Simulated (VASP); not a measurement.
# NbC4 (I4/m) in VASP: notebook

Runs on NbC4. Level: PBE. Tasks: single point, relaxation of cell and atoms.

Program: VASP 6.6.1. These are calculated values, not measurements. Logs are shortened: lines on timing, memory, paths and dates and some standing lists are left out, and cuts for length are marked.

### 1 The cell of the first run

It takes space group I4/m (No. 87, tetragonal). The conventional cell has a = 5.808 Å, b = 5.808 Å, c = 3.598 Å, α = 90.00°, β = 90.00°, γ = 90.00°. Nb (site symmetry 4/m) has 12 C at 2.57 to 2.60 Å within 3.4 Å. C (site symmetry m) has 9 C at 2.57 to 2.61 Å and 3 Nb at 2.57 to 2.60 Å within 3.4 Å.

### 2 Single point, PBE

INCAR reads:

```
SYSTEM = NbC4
PREC     = Accurate       ! precision mode
ENCUT    = 520            ! plane-wave cutoff, eV
EDIFF    = 1E-7           ! SCF threshold, eV
ISMEAR   = 0              ! smearing method
SIGMA    = 0.1            ! smearing width, eV
LREAL    = .FALSE.        ! projectors in reciprocal space
LASPH    = .TRUE.         ! aspherical terms in the spheres
NELM     = 80             ! most SCF steps
ALGO     = Normal         ! electronic algorithm
ISIF     = 2              ! what is computed and relaxed
LWAVE    = .FALSE.        ! write WAVECAR
LCHARG   = .FALSE.        ! write CHGCAR
GGA      = PE             ! functional
NBANDS   = 22             ! bands
```

KPOINTS reads:

```
regular mesh
0
G
  6 6 6
  0 0 0
```

POSCAR reads:

```
NbC4
1.0
   -2.9040804800      2.9040804800      1.7990257600
    2.9040804800     -2.9040804800      1.7990257600
    2.9040804800      2.9040804800     -1.7990257600
Nb C
1 4
Direct
    0.0000000000      0.0000000000      0.0000000000
    0.5998418600      0.8010417500      0.4008836200
    0.4001581400      0.1989582500      0.5991163800
    0.8010417500      0.4001581400      0.2011998900
    0.1989582500      0.5998418600      0.7988001100
```

Potentials or basis: VASP PAW PBE potentials, release 64 (Nb_sv, C).

Run with:

```console
> cat potpaw_PBE.64/Nb_sv/POTCAR potpaw_PBE.64/C/POTCAR > POTCAR
> mpirun -np 1 vasp_std > vasp.out
```

OUTCAR:

```text
SYSTEM = NbC4
   PREC = Accurate
   ENCUT = 520
   EDIFF = 1E-7
   ISMEAR = 0
   LREAL = .FALSE.
   LASPH = .TRUE.
   NELM = 80
   ISIF = 2
   GGA = PE

 ion  position               nearest neighbor table
   1  0.000  0.000  0.000-
   2  0.600  0.801  0.401-
   3  0.400  0.199  0.599-
   4  0.801  0.400  0.201-
   5  0.199  0.600  0.799-

  LATTYP: Found a body centered tetragonal cell.
 ALAT       =     5.8081609600
 C/A-ratio  =     0.6194820606

  Lattice vectors:

 A1 = (  -2.9040804800,   2.9040804800,   1.7990257600)
 A2 = (   2.9040804800,  -2.9040804800,   1.7990257600)
 A3 = (   2.9040804800,   2.9040804800,  -1.7990257600)

Analysis of symmetry for initial positions (statically):
=====================================================================
 Subroutine PRICEL returns:
 Original cell was already a primitive cell.

 Routine SETGRP: Setting up the symmetry group for a
 body centered tetragonal supercell.

 Subroutine GETGRP returns: Found  8 space group operations
 (whereof  8 operations were pure point group operations)
 out of a pool of 16 trial point group operations.

The static configuration has the point symmetry C_4h.

Analysis of symmetry for dynamics (positions and initial velocities):
=====================================================================
 Subroutine PRICEL returns:
 Original cell was already a primitive cell.

 Routine SETGRP: Setting up the symmetry group for a
 body centered tetragonal supercell.

 Subroutine GETGRP returns: Found  8 space group operations
 (whereof  8 operations were pure point group operations)
 out of a pool of 16 trial point group operations.

The dynamic configuration has the point symmetry C_4h.

 Subroutine INISYM returns: Found  8 space group operations
 (whereof  8 operations are pure point group operations),
 and found     1 'primitive' translations

----------------------------------------------------------------------------------------

                                     Primitive cell

  volume of cell :      60.6897

  direct lattice vectors                    reciprocal lattice vectors
    -2.904080480  2.904080480  1.799025760     0.000000000  0.172171537  0.277928205
     2.904080480 -2.904080480  1.799025760     0.172171537  0.000000000  0.277928205
[... 84 lines left out ...]
   ICHARG =      2    charge: 1-file 2-atom 10-const
   ISPIN  =      1    spin polarized calculation?
   LNONCOLLINEAR =      F non collinear calculations
   LSORBIT =      F    spin-orbit coupling
   LASPH  =      T    aspherical Exc in radial PAW
   ENCUT  =  520.0 eV  38.22 Ry    6.18 a.u.   8.34  8.34  8.34*2*pi/ulx,y,z
   NELM   =     80;   NELMIN=  2; NELMDL= -5     # of ELM steps
   EDIFF  = 0.1E-06   stopping-criterion for ELM
   LREAL  =      F    real-space projection
   EDIFFG = 0.1E-05   stopping-criterion for IOM
   NSW    =      0    number of steps for IOM
   IBRION =     -1    ionic relax: 0-MD 1-quasi-New 2-CG
   NFREE  =      0    steps in history (QN), initial steepest desc. (CG)
   ISIF   =      2    stress and relaxation
   ISYM   =      2    0-nonsym 1-usesym 2-fastsym
   POTIM  = 0.5000    time-step for ionic-motion
   TEBEG  =    0.0;   TEEND  =   0.0 temperature during run
   PSTRESS=    0.0 pullay stress
   NELECT =      29.0000    total number of electrons
   NUPDOWN=      -1.0000    fix difference up-down
   EMIN   =  10.00;   EMAX   =-10.00  energy-range for DOS
   EFERMI =   0.00;   METHOD = LEGACY
   ISMEAR =     0;   SIGMA  =   0.10  broadening in eV -4-tet -1-fermi 0-gaus
   EFERMI_NEDOS =   21; number of points for ismear=-14 and -15
   IALGO  =     38    algorithm
   IMIX   =      4    mixing-type and parameters
     AMIX     =   0.40;   BMIX     =  1.00
     AMIX_MAG =   1.60;   BMIX_MAG =  1.00
  volume/ion in A,a.u.               =      12.14        81.91
  Fermi-wavevector in a.u.,A,eV,Ry     =   1.279880  2.418623 22.287608  1.638093
  Thomas-Fermi vector in A             =   2.412340
   LORBIT       =      0    0 simple, 1 ext, 2 COOP (PROOUT), +10 PAW based schemes
   GGA     = PE    functional components
   LHFCALC =     F    Hartree Fock is set to
   AEXX    =    0.0000 exact exchange contribution
   IVDW    =     0    specifies the selected vdW correction
   LEPSILON=     F    determine dielectric tensor
   LRPA    =     F    only Hartree local field effects (RPA)
 non-spin polarized calculation
 Gauss-broadening in eV      SIGMA  =   0.10
  energy-cutoff  :      520.00
  volume of cell :       60.69
 maximum number of plane-waves:      1671
 NGX is ok and might be reduce to    36
   NGX = 17   NGY = 17   NGZ = 17

 number of electron      29.0000000 magnetization

 Free energy of the ion-electron system (eV)
  ---------------------------------------------------
  ext. energy  EPLUGINS =         0.00000000
  ---------------------------------------------------
  free energy    TOTEN  =       -31.55578124 eV

  energy without entropy =      -31.54164285  energy(sigma->0) =      -31.54871204

 E-fermi :   5.7847     XC(G=0): -11.3495

 val. band max:        5.7804522421   @ k =  -0.3333  -0.3333   0.3333
 cond. band min:       5.8024658080   @ k =  -0.3333   0.1667  -0.0000
 fundamental gap:      0.0220135659
 Fermi energy:         5.7846531525

 k-point     1 :       0.0000    0.0000    0.0000
  band No.  band energies     occupation
      1     -50.0782      2.00000
      2     -26.0791      2.00000
      3     -25.9720      2.00000
      4     -25.9720      2.00000
      5      -7.5304      2.00000
      6      -2.4810      2.00000
[... 589 lines left out ...]
     21       9.3424      0.00000
     22       9.4115      0.00000

 [... further k-points ...]
[... 5 lines left out ...]
  --------------------------------------------------------------------------------------
  -------------------------------------------------------------------------------------
  Total      -13.7317052    -13.7317052    -15.8786176     -0.0000007      0.0000000     -0.0000000
  in kB     -362.5103276   -362.5103276   -419.1877692     -0.0000184      0.0000000     -0.0000000
  external PRESSURE =    -381.4028081 kB  Pullay stress =       0.0000000 kB

 VOLUME and BASIS-vectors are now :
 -----------------------------------------------------------------------------
  energy-cutoff  :      520.00
  volume of cell :       60.69
      direct lattice vectors                 reciprocal lattice vectors
    -2.904080480  2.904080480  1.799025760     0.000000000  0.172171537  0.277928205
     2.904080480 -2.904080480  1.799025760     0.172171537  0.000000000  0.277928205
     2.904080480  2.904080480 -1.799025760     0.172171537  0.172171537  0.000000000

 POSITION                                       TOTAL-FORCE (eV/Angst)
 -----------------------------------------------------------------------------------
      0.00000      0.00000      0.00000         0.000000     -0.000000      0.000000
      1.74850      0.57990      1.79903         0.096998      0.990290     -0.000000
      1.15558      2.32418      0.00000        -0.096998     -0.990290      0.000000
     -0.57990      1.74850      1.79903        -0.990290      0.096998     -0.000000
      3.48398      1.15558     -0.00000         0.990290     -0.096998      0.000000
 -----------------------------------------------------------------------------------
    total drift:                               -0.000000      0.000000      0.000000

  FREE ENERGIE OF THE ION-ELECTRON SYSTEM (eV)
  ---------------------------------------------------
  free  energy   TOTEN  =       -31.5557812363 eV

  energy  without entropy=      -31.5416428473  energy(sigma->0) =      -31.54871204
```

stdout:

```text
POSCAR found type information on POSCAR NbC
 POSCAR found :  2 types and       5 ions
 scaLAPACK will be used
 LDA part: xc-table for (Slater+PW92), standard interpolation
 POSCAR, INCAR and KPOINTS ok, starting setup
 FFT: planning ... GRIDC
 FFT: planning ... GRID_SOFT
 FFT: planning ... GRID
 WAVECAR not read
 entering main loop
```

Wall time 28 s (1 thread of Intel Xeon 6975P-C (Granite Rapids), shared host); peak memory 0.22 GiB.

Results:

```
Free energy   : -31.5558 eV
Pressure      : -38.1 GPa
Largest force : 0.995 eV/Å
```

Forces in eV/Å, atoms in the order of the input:
```
Nb   0.000  0.000  0.000
C    0.097  0.990  0.000
C   -0.097 -0.990  0.000
C   -0.990  0.097  0.000
C    0.990 -0.097  0.000
```

### 3 Relaxation of cell and atoms, PBE

INCAR reads:

```
PREC = Accurate
ENCUT = 600
EDIFF = 1E-6
ISMEAR = 0
SIGMA = 0.1
LREAL = False
LASPH = True
NELM = 80
ALGO = Normal
ISIF = 3
LWAVE = False
LCHARG = False
GGA = PE
IBRION = 2
NSW = 90
EDIFFG = -0.04
```

KPOINTS reads:

```
Automatic mesh
0
Gamma
  6 6 6
```

POSCAR is that of step 2.

Potentials or basis: VASP PAW PBE potentials, release 64 (Nb_sv, C).

Run with:

```console
> cat potpaw_PBE.64/Nb_sv/POTCAR potpaw_PBE.64/C/POTCAR > POTCAR
> mpirun -np 1 vasp_std > vasp.out
```

Wall time 13 min (1 thread of Intel Xeon 6975P-C (Granite Rapids), shared host); peak memory 0.25 GiB.

It converged, with:

* Free energy: -43.5493 eV
* Relaxed volume: 10.32 Å³/atom
* Relaxed cell: a = 4.648 Å, b = 4.648 Å, c = 4.648 Å, α = 94.45°, β = 94.45°, γ = 147.64°
* Space group after relaxing (to 0.05 Å): I4/mmm (No. 139)
* Energy gained by relaxing: 2398.8 meV/atom
* Ionic steps: 58
* Pressure after relaxing: -0.5 GPa
* Largest force after relaxing: 0.013 eV/Å

Forces on the atoms (eV/Å):
```
Nb   0.000  0.000  0.000
C   -0.005 -0.012  0.000
C    0.005  0.012  0.000
C    0.012 -0.005  0.000
C   -0.012  0.005  0.000
```

The path:
```csv
step,energy change (eV),largest force (eV/Å),pressure (GPa),volume (Å³)
1,0.0000,0.9950,-38.20,60.69
3,-2.9667,1.7595,2.29,43.05
5,-3.9167,0.4773,11.28,40.02
7,-3.8734,0.4185,-11.59,43.35
9,-3.9977,0.1622,-0.30,41.55
11,-4.0082,0.4250,1.67,41.20
13,-4.0114,0.8898,3.97,40.88
15,-4.0134,0.9291,4.10,40.86
17,-4.0225,1.1013,4.84,40.77
19,-4.0542,1.9117,9.15,40.41
21,-4.0562,2.0477,10.13,40.34
23,-4.0741,2.2993,11.85,40.28
25,-4.0633,3.6359,21.98,39.96
27,-4.1359,3.1499,17.41,40.15
29,-4.5434,5.0072,25.73,40.48
31,-4.3393,11.7599,80.95,41.48
33,-5.1114,8.8414,50.70,41.13
35,-5.7043,10.1002,58.22,41.99
37,-6.4565,10.7198,61.03,43.73
39,-7.8870,8.6468,17.80,49.62
41,-8.8366,8.0424,24.96,48.22
43,-11.8149,1.4232,1.85,50.65
45,-11.9189,0.3931,-5.13,51.69
47,-11.9347,0.5850,-3.81,51.46
49,-11.9628,0.2789,1.29,50.95
51,-11.9739,0.2182,0.31,51.25
53,-11.9834,0.2513,-0.92,51.69
55,-11.9866,0.1077,0.92,51.50
57,-11.9936,0.0418,-0.88,51.63
58,-11.9939,0.0131,-0.47,51.61
```

Final structure:
```
CELL_PARAMETERS angstrom
-3.15625 3.15626 1.29527
3.15625 -3.15626 1.29527
3.15626 3.15625 -1.29527
ATOMIC_POSITIONS crystal
Nb 0.00000 0.00000 0.00000
C 0.72085 0.72062 0.44147
C 0.27915 0.27938 0.55853
C 0.72062 0.27915 0.99977
C 0.27938 0.72085 0.00023
```

Levels at points of the mesh, in eV from the Fermi level:
```csv
k point,band 11,band 12,band 13,band 14,band 15,band 16,band 17,band 18
"(0.00, 0.00, 0.00)",-5.18,-5.18,-5.17,-2.15,0.08,1.03,2.91,2.91
"(0.50, 0.00, 0.00)",-4.72,-2.58,-2.42,-2.25,-0.59,-0.19,0.91,1.21
"(0.50, 0.50, 0.00)",-6.92,-6.42,-4.43,0.31,0.59,1.79,1.96,2.90
"(0.50, 0.50, 0.50)",-7.62,-4.42,-3.88,1.06,1.06,1.36,1.78,1.78
```
